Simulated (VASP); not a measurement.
# ZrB (Immm) in VASP: a series of runs

Runs on ZrB. Level: PBE. Tasks: single point.

Program: VASP 6.6.1. These are calculated values, not measurements. Logs are shortened: lines on timing, memory, paths and dates and some standing lists are left out, and cuts for length are marked.

## (1) The cell of the first run

Symmetry: Immm, No. 71, orthorhombic system. The conventional cell has a = 3.206 Å, b = 3.370 Å, c = 4.650 Å, α = 90.00°, β = 90.00°, γ = 90.00°. Zr (site symmetry mmm) has 6 B at 2.33 Å and 12 Zr at 3.21 to 3.37 Å within 3.4 Å. Within 3.4 Å of B (site symmetry mmm) lie 6 Zr at 2.33 Å and 12 B at 3.21 to 3.37 Å.

## (2) Single point, PBE (strain -0.0500 x Voigt [0, 0, 0, 1, 0, 0])

INCAR

```
ALGO = Normal
EDIFF = 1E-6
ENCUT = 520
GGA = PE
ISIF = 2
ISMEAR = 0
LASPH = True
LCHARG = False
LREAL = False
LWAVE = False
NBANDS = 14
NELM = 60
PREC = Accurate
SIGMA = 0.15
```

KPOINTS

```
k-points
0
Gamma
  18 18 18
```

POSCAR

```
ZrB
1.0
    0.0000000000      2.2668750000      2.2668750000
    2.3250000000     -0.0581250000      2.3250000000
    2.3250000000      2.3250000000     -0.0581250000
Zr B
1 1
Direct
    0.0000000000      0.0000000000      0.0000000000
    0.5000000000      0.5000000000      0.5000000000
```

Potentials or basis: VASP PAW PBE potentials, release 64 (Zr_sv, B).

On the command line:

```console
$ cat potpaw_PBE.64/Zr_sv/POTCAR potpaw_PBE.64/B/POTCAR > POTCAR
$ mpirun -np 1 vasp_std > vasp.out
```

OUTCAR:

```text
EDIFF = 1E-6
   ENCUT = 520
   GGA = PE
   ISIF = 2
   ISMEAR = 0
   LASPH = True
   LREAL = False
   NELM = 60
   PREC = Accurate

 ion  position               nearest neighbor table
   1  0.000  0.000  0.000-   2 2.33   2 2.33   2 2.33   2 2.33   2 2.33   2 2.33
   2  0.500  0.500  0.500-   1 2.33   1 2.33   1 2.33   1 2.33   1 2.33   1 2.33

  LATTYP: Found a body centered orthorhombic cell.
 ALAT       =     3.2058453692
 B/A-ratio  =     1.0512820513
 C/A-ratio  =     1.4504754486

  Lattice vectors:

 A1 = (  -2.3250000000,   0.0581250000,  -2.3250000000)
 A2 = (  -2.3250000000,  -0.0581250000,   2.3250000000)
 A3 = (   2.3250000000,   2.3250000000,  -0.0581250000)

Analysis of symmetry for initial positions (statically):
=====================================================================
 Subroutine PRICEL returns:
 Original cell was already a primitive cell.

 Routine SETGRP: Setting up the symmetry group for a
 body centered orthorhombic supercell.

 Subroutine GETGRP returns: Found  8 space group operations
 (whereof  8 operations were pure point group operations)
 out of a pool of  8 trial point group operations.

The static configuration has the point symmetry D_2h.

Analysis of symmetry for dynamics (positions and initial velocities):
=====================================================================
 Subroutine PRICEL returns:
 Original cell was already a primitive cell.

 Routine SETGRP: Setting up the symmetry group for a
 body centered orthorhombic supercell.

 Subroutine GETGRP returns: Found  8 space group operations
 (whereof  8 operations were pure point group operations)
 out of a pool of  8 trial point group operations.

The dynamic configuration has the point symmetry D_2h.

 Subroutine INISYM returns: Found  8 space group operations
 (whereof  8 operations are pure point group operations),
 and found     1 'primitive' translations

----------------------------------------------------------------------------------------

                                     Primitive cell

  volume of cell :      25.1204

  direct lattice vectors                    reciprocal lattice vectors
     0.000000000  2.266875000  2.266875000    -0.215053763  0.220567963  0.220567963
     2.325000000 -0.058125000  2.325000000     0.215053763 -0.209808550  0.209808550
     2.325000000  2.325000000 -0.058125000     0.215053763  0.209808550 -0.209808550

  length of vectors
     3.205845369  3.288560250  3.288560250     0.378878045  0.366452420  0.366452420

  position of ions in fractional coordinates (direct lattice)
     0.000000000  0.000000000  0.000000000
     0.500000000  0.500000000  0.500000000

  ion indices of the primitive-cell ions
   primitive index   ion index
                 1           1
                 2           2

----------------------------------------------------------------------------------------

 KPOINTS: k-points

Automatic generation of k-mesh.
 Grid dimensions read from file:
 generate k-points for:   18   18   18

 Generating k-lattice:

  Cartesian coordinates                     Fractional coordinates (reciprocal lattice)
    -0.011947431  0.012253776  0.012253776     0.055555556  0.000000000 -0.000000000
     0.011947431 -0.011656031  0.011656031     0.000000000  0.055555556  0.000000000
     0.011947431  0.011656031 -0.011656031     0.000000000  0.000000000  0.055555556

  Length of vectors
     0.021048780  0.020358468  0.020358468

  Shift w.r.t. Gamma in fractional coordinates (k-lattice)
     0.000000000  0.000000000  0.000000000

 Subroutine IBZKPT returns following result:
 ===========================================

 Found    865 irreducible k-points:

 Following reciprocal coordinates:
            Coordinates               Weight
  0.000000  0.000000  0.000000      1.000000
  0.055556 -0.000000 -0.000000      4.000000
  0.111111 -0.000000 -0.000000      4.000000
  0.166667 -0.000000 -0.000000      4.000000
  0.222222  0.000000  0.000000      4.000000
  0.277778  0.000000  0.000000      4.000000
[... 16 lines left out ...]
 -0.333333  0.055556  0.000000      8.000000
 -0.277778  0.055556  0.000000      8.000000
 [... further k-points ...]
   k-points           NKPTS =    865   k-points in BZ     NKDIM =    865   number of bands    NBANDS=     14
   number of dos      NEDOS =    301   number of ions     NIONS =      2
   total plane-waves  NPLWV =  13824
   dimension x,y,z NGX =    24 NGY =   24 NGZ =   24
   dimension x,y,z NGXF=    48 NGYF=   48 NGZF=   48
   ions per type =               1   1
   NGX,Y,Z   is equivalent  to a cutoff of  12.45, 12.13, 12.13 a.u.
   NGXF,Y,Z  is equivalent  to a cutoff of  24.89, 24.27, 24.27 a.u.
 SYSTEM =  unknown system
   PREC   = accura    normal or accurate (medium, high low for compatibility)
   ISTART =      0    job   : 0-new  1-cont  2-samecut
   ICHARG =      2    charge: 1-file 2-atom 10-const
   ISPIN  =      1    spin polarized calculation?
[... 71 lines left out ...]
     10      12.7549      0.00000
     11      12.7576      0.00000
     12      12.8327      0.00000
     13      13.0614      0.00000
     14      20.2019      0.00000

 k-point     2 :       0.0556   -0.0000   -0.0000
  band No.  band energies     occupation
      1     -37.7462      2.00000
      2     -15.5364      2.00000
      3     -15.5034      2.00000
      4     -15.4621      2.00000
      5       0.7798      2.00000
      6      10.5952      0.00000
      7      10.7942      0.00000
      8      11.1372      0.00000
      9      11.7838      0.00000
     10      11.9034      0.00000
     11      13.1062      0.00000
     12      13.8253      0.00000
     13      13.9417      0.00000
     14      20.4374      0.00000

 k-point     3 :       0.1111   -0.0000   -0.0000
  band No.  band energies     occupation
      1     -37.7348      2.00000
      2     -15.5853      2.00000
      3     -15.5441      2.00000
      4     -15.4849      2.00000
      5       1.0348      2.00000
      6      10.2320      0.00000
      7      10.2744      0.00000
      8      10.6722      0.00000
      9      11.3958      0.00000
     10      11.6060      0.00000
     11      13.3410      0.00000
     12      15.0418      0.00000
     13      15.1227      0.00000
     14      21.0978      0.00000

 k-point     4 :       0.1667   -0.0000   -0.0000
  band No.  band energies     occupation
      1     -37.7172      2.00000
      2     -15.7238      2.00000
      3     -15.5559      2.00000
      4     -15.5039      2.00000
      5       1.4368      2.00000
      6       9.4704      0.00006
      7       9.5923      0.00000
      8       9.9376      0.00000
      9      11.6169      0.00000
     10      11.9079      0.00000
     11      13.5509      0.00000
     12      16.3293      0.00000
     13      16.3726      0.00000
     14      22.0377      0.00000

 k-point     5 :       0.2222    0.0000    0.0000
  band No.  band energies     occupation
      1     -37.6956      2.00000
      2     -15.8914      2.00000
      3     -15.5702      2.00000
      4     -15.5250      2.00000
      5       1.9550      2.00000
      6       8.6804      1.99937
      7       8.9152      1.77248
      8       9.2614      0.03962
      9      12.0778      0.00000
     10      12.4103      0.00000
     11      13.7657      0.00000
[... 276 lines left out ...]
 k-point    22 :      -0.3889    0.0556    0.0000
  band No.  band energies     occupation
      1     -37.6269      2.00000
      2     -16.3726      2.00000
      3     -15.6397      2.00000
      4     -15.5865      2.00000
      5       4.0739      2.00000
      6       6.2326      2.00000
      7       7.5801      2.00000
      8       7.8591      2.00000
      9      14.0911      0.00000
     10      14.5300      0.00000
     11      15.4443      0.00000
     12      18.9427      0.00000
     13      20.8349      0.00000
     14      22.1047      0.00000

 k-point    23 :      -0.3333    0.0556    0.0000
  band No.  band energies     occupation
      1     -37.6430      2.00000
      2     -16.2608      2.00000
      3     -15.6329      2.00000
      4     -15.5678      2.00000
      5       3.4422      2.00000
      6       6.8780      2.00000
      7       7.8562      2.00000
      8       8.1139      2.00000
      9      13.4613      0.00000
     10      13.9634      0.00000
     11      14.8643      0.00000
     12      19.8403      0.00000
     13      20.1842      0.00000
     14      21.2079      0.00000

 k-point    24 :      -0.2778    0.0556    0.0000
  band No.  band energies     occupation
      1     -37.6637      2.00000
      2     -16.1138      2.00000
      3     -15.6203      2.00000
      4     -15.5461      2.00000
      5       2.8064      2.00000
      6       7.5730      2.00000
      7       8.2482      2.00000
      8       8.4874      2.00000
      9      12.7976      0.00000
     10      13.3578      0.00000
     11      14.4023      0.00000
     12      18.6782      0.00000
     13      20.0485      0.00000
     14      21.4114      0.00000

 [... further k-points ...]

------------------------ aborting loop because EDIFF is reached ----------------------------------------

  FORCE on cell =-STRESS in cart. coord.  units (eV):
  Direction    XX          YY          ZZ          XY          YZ          ZX
  --------------------------------------------------------------------------------------
  -------------------------------------------------------------------------------------
  Total        5.5002061      5.5057560      5.5057560      0.0000000      0.4652239      0.0000000
  in kB      350.8021088    351.1560833    351.1560833      0.0000000     29.6718921      0.0000000
  external PRESSURE =     351.0380918 kB  Pullay stress =       0.0000000 kB

 VOLUME and BASIS-vectors are now :
 -----------------------------------------------------------------------------
  energy-cutoff  :      520.00
  volume of cell :       25.12
      direct lattice vectors                 reciprocal lattice vectors
     0.000000000  2.266875000  2.266875000    -0.215053763  0.220567963  0.220567963
     2.325000000 -0.058125000  2.325000000     0.215053763 -0.209808550  0.209808550
     2.325000000  2.325000000 -0.058125000     0.215053763  0.209808550 -0.209808550

 POSITION                                       TOTAL-FORCE (eV/Angst)
 -----------------------------------------------------------------------------------
      0.00000      0.00000      0.00000         0.000000     -0.000000      0.000000
      2.32500      2.26688      2.26687         0.000000      0.000000     -0.000000
 -----------------------------------------------------------------------------------
    total drift:                                0.000000     -0.000000     -0.000000

  FREE ENERGIE OF THE ION-ELECTRON SYSTEM (eV)
  ---------------------------------------------------
  free  energy   TOTEN  =       -15.5733188523 eV

  energy  without entropy=      -15.5614323605  energy(sigma->0) =      -15.56737561
```

Run time: 78 s. Hardware: 1 thread of Intel Xeon 6975P-C (Granite Rapids), shared host; peak memory 0.4 GiB.

What came out:

```
Free energy            : -15.5733 eV
Pressure               : 35.1 GPa
Band gap on the k mesh : zero (an odd number of electrons rules out a gap without spin polarisation)
```

Stress tensor (GPa, compression positive):
```
35.08  0.00  0.00
 0.00 35.12  2.97
 0.00  2.97 35.12
```

Levels at points of the mesh, in eV from the Fermi level:
| k point | band 6 | band 7 | band 8 | band 9 | band 10 | band 11 |
| --- | --- | --- | --- | --- | --- | --- |
| (0.00, 0.00, 0.00) | 1.57 | 1.86 | 2.27 | 3.62 | 3.71 | 3.71 |
| (0.50, 0.00, 0.00) | -3.49 | -1.77 | -1.38 | 5.64 | 5.98 | 7.62 |
| (0.00, 0.50, 0.00) | -3.76 | -1.47 | -1.05 | 5.32 | 5.90 | 7.30 |
| (0.50, 0.50, 0.00) | -1.14 | -0.33 | 2.53 | 2.54 | 5.41 | 6.90 |
| (0.00, 0.50, 0.50) | -1.14 | -0.32 | 2.26 | 2.83 | 5.48 | 6.93 |

Caveat: the cell differs from its parent crystal (strain -0.0500 x Voigt [0, 0, 0, 1, 0, 0]); the cell stands under pressure.

## (3) Single point, PBE (strain +0.0250 x Voigt [0, 0, 0, 1, 0, 0])

INCAR

```
ALGO = Normal ; EDIFF = 1E-6
ENCUT = 520 ; GGA = PE
ISIF = 2 ; ISMEAR = 0
LASPH = True ; LCHARG = True
LELF = True ; LREAL = False
LVHAR = True ; LWAVE = False
NBANDS = 14 ; NELM = 80
PREC = Accurate ; SIGMA = 0.15
```

KPOINTS is that of step 2.

POSCAR

```
ZrB
1.0
    0.0000000000      2.3540625000      2.3540625000
    2.3250000000      0.0290625000      2.3250000000
    2.3250000000      2.3250000000      0.0290625000
Zr B
1 1
Direct
    0.0000000000      0.0000000000      0.0000000000
    0.5000000000      0.5000000000      0.5000000000
```

Potentials or basis: VASP PAW PBE potentials, release 64 (Zr_sv, B).

On the command line:

```console
$ cat potpaw_PBE.64/Zr_sv/POTCAR potpaw_PBE.64/B/POTCAR > POTCAR
$ mpirun -np 1 vasp_std > vasp.out
```

Run time: 96 s. Hardware: 1 thread of Intel Xeon 6975P-C (Granite Rapids), shared host; peak memory 0.4 GiB.

It converged, with:

| Item | Value |
| --- | --- |
| Free energy | -15.5846 eV |
| Pressure | 35.0 GPa |
| Band gap on the k mesh | zero (an odd number of electrons rules out a gap without spin polarisation) |

Stress tensor (GPa, compression positive):
```
35.04  0.00  0.00
 0.00 35.01 -1.48
 0.00 -1.48 35.01
```

Levels at points of the mesh, in eV from the Fermi level:
| k point | band 5 | band 6 | band 7 | band 8 | band 9 | band 10 | band 11 | band 12 |
| --- | --- | --- | --- | --- | --- | --- | --- | --- |
| (0.00, 0.00, 0.00) | -8.33 | 1.75 | 1.91 | 2.10 | 3.71 | 3.71 | 3.72 | 3.81 |
| (0.50, 0.00, 0.00) | -4.19 | -3.68 | -1.43 | -1.23 | 5.57 | 5.84 | 7.32 | 8.33 |
| (0.00, 0.50, 0.00) | -4.20 | -3.54 | -1.59 | -1.39 | 5.71 | 5.92 | 7.47 | 8.19 |
| (0.50, 0.50, 0.00) | -6.50 | -1.12 | -0.30 | 2.55 | 2.55 | 5.46 | 6.93 | 6.94 |
| (0.00, 0.50, 0.50) | -6.50 | -1.12 | -0.30 | 2.41 | 2.69 | 5.48 | 6.94 | 6.94 |

Caveat: the cell differs from its parent crystal (strain +0.0250 x Voigt [0, 0, 0, 1, 0, 0]); the cell stands under pressure.

## (4) Single point, PBE (strain +0.0625 x Voigt [0, 0, 0, 1, 0, 0])

INCAR

```
  PREC = Accurate
  ENCUT = 520
  EDIFF = 1E-6
  ISMEAR = 0
  SIGMA = 0.15
  LREAL = False
  LASPH = True
  NELM = 60
  ALGO = Normal
  ISIF = 2
  LWAVE = False
  LCHARG = False
  GGA = PE
  NBANDS = 14
```

KPOINTS

```
regular mesh
0
Gamma
  18 18 18
```

POSCAR

```
ZrB
1.0
    0.0000000000      2.3976562500      2.3976562500
    2.3250000000      0.0726562500      2.3250000000
    2.3250000000      2.3250000000      0.0726562500
Zr B
1 1
Direct
    0.0000000000      0.0000000000      0.0000000000
    0.5000000000      0.5000000000      0.5000000000
```

On the command line:

```console
$ cat potpaw_PBE.64/Zr_sv/POTCAR potpaw_PBE.64/B/POTCAR > POTCAR
$ mpirun -np 1 vasp_std > vasp.out
```

It took 1.7 min on 1 thread of Intel Xeon 6975P-C (Granite Rapids), shared host; peak memory 0.4 GiB.

It converged, with:

* Free energy: -15.5649 eV
* Pressure: 35.2 GPa
* Band gap on the k mesh: zero (an odd number of electrons rules out a gap without spin polarisation)

Stress tensor (GPa, compression positive):
```
35.08  0.00  0.00
 0.00 35.22 -3.63
 0.00 -3.63 35.22
```

Levels at points of the mesh, in eV from the Fermi level:
| k point | band 4 | band 5 | band 6 | band 7 | band 8 | band 9 | band 10 | band 11 | band 12 | band 13 |
| --- | --- | --- | --- | --- | --- | --- | --- | --- | --- | --- |
| (0.00, 0.00, 0.00) | -24.48 | -8.36 | 1.48 | 1.82 | 2.36 | 3.57 | 3.72 | 3.72 | 3.77 | 4.07 |
| (0.50, 0.00, 0.00) | -24.58 | -4.21 | -3.81 | -1.49 | -0.96 | 5.17 | 5.93 | 7.29 | 8.43 | 13.00 |
| (0.00, 0.50, 0.00) | -24.65 | -4.24 | -3.47 | -1.86 | -1.38 | 5.60 | 5.98 | 7.71 | 8.08 | 13.16 |
| (0.50, 0.50, 0.00) | -24.87 | -6.51 | -1.15 | -0.34 | 2.52 | 2.53 | 5.37 | 6.89 | 6.91 | 10.70 |
| (0.00, 0.50, 0.50) | -24.78 | -6.54 | -1.15 | -0.33 | 2.19 | 2.90 | 5.49 | 6.92 | 6.93 | 10.64 |

Caveat: the cell differs from its parent crystal (strain +0.0625 x Voigt [0, 0, 0, 1, 0, 0]); the cell stands under pressure.

## (5) Single point, PBE (strain +0.0375 x Voigt [0, 0, 0, 1, 0, 0])

INCAR

```
PREC     = Accurate       # precision mode
ENCUT    = 520            # plane-wave cutoff, eV
EDIFF    = 1E-6           # SCF threshold, eV
ISMEAR   = 0              # smearing method
SIGMA    = 0.15           # smearing width, eV
LREAL    = False          # projectors in reciprocal space
LASPH    = True           # aspherical terms in the spheres
NELM     = 60             # most SCF steps
ALGO     = Normal         # electronic algorithm
ISIF     = 2              # what is computed and relaxed
LWAVE    = False          # write WAVECAR
LCHARG   = False          # write CHGCAR
GGA      = PE             # functional
NBANDS   = 14             # bands
```

KPOINTS

```
Automatic mesh
0
Gamma
  18 18 18
```

POSCAR

```
ZrB
1.0
    0.0000000000      2.3685937500      2.3685937500
    2.3250000000      0.0435937500      2.3250000000
    2.3250000000      2.3250000000      0.0435937500
Zr B
1 1
Direct
    0.0000000000      0.0000000000      0.0000000000
    0.5000000000      0.5000000000      0.5000000000
```

On the command line:

```console
$ cat potpaw_PBE.64/Zr_sv/POTCAR potpaw_PBE.64/B/POTCAR > POTCAR
$ mpirun -np 1 vasp_std > vasp.out
```

Run time: 1.7 min. Hardware: 1 thread of Intel Xeon 6975P-C (Granite Rapids), shared host; peak memory 0.41 GiB.

Results (log left out):

```
Free energy            : -15.5799 eV
Pressure               : 35.1 GPa
Band gap on the k mesh : zero (an odd number of electrons rules out a gap without spin polarisation)
```

Stress tensor (GPa, compression positive):
```
35.07  0.00  0.00
 0.00 35.05 -2.24
 0.00 -2.24 35.05
```

Levels at points of the mesh, in eV from the Fermi level:
```
           k point  band 6  band 7  band 8  band 9  band 10  band 11
(0.00, 0.00, 0.00)    1.66    1.89    2.19    3.67     3.71     3.71
(0.50, 0.00, 0.00)   -3.72   -1.45   -1.14    5.45     5.87     7.31
(0.00, 0.50, 0.00)   -3.52   -1.68   -1.38    5.67     5.96     7.54
(0.50, 0.50, 0.00)   -1.13   -0.31    2.54    2.54     5.44     6.92
(0.00, 0.50, 0.50)   -1.13   -0.31    2.33    2.76     5.48     6.93
```

Caveat: the cell differs from its parent crystal (strain +0.0375 x Voigt [0, 0, 0, 1, 0, 0]); the cell stands under pressure.

## (6) Summary

| cell | gap on the mesh (eV) | pressure (GPa) |
| --- | --- | --- |
| a = 3.206, b = 3.289, c = 3.289 Å, angles 61.7, 60.8, 60.8°, 2 atoms | none | 35.1 |
| a = 3.329, b = 3.288, c = 3.288 Å, angles 59.2, 59.6, 59.6°, 2 atoms | none | 35.0 |
| a = 3.391, b = 3.289, c = 3.289 Å, angles 57.9, 59.0, 59.0°, 2 atoms | none | 35.2 |
| a = 3.350, b = 3.288, c = 3.288 Å, angles 58.8, 59.4, 59.4°, 2 atoms | none | 35.1 |

Alike in all rows: task single point; level PBE; potentials or basis VASP PAW PBE potentials, release 64 (Zr_sv, B); no spin polarisation; k mesh 18 × 18 × 18; cutoff (eV) 520; smearing gaussian 0.15 eV.

Caveats: the cell stands under pressure.

Absolute energies hang on the potentials; compare differences alone.
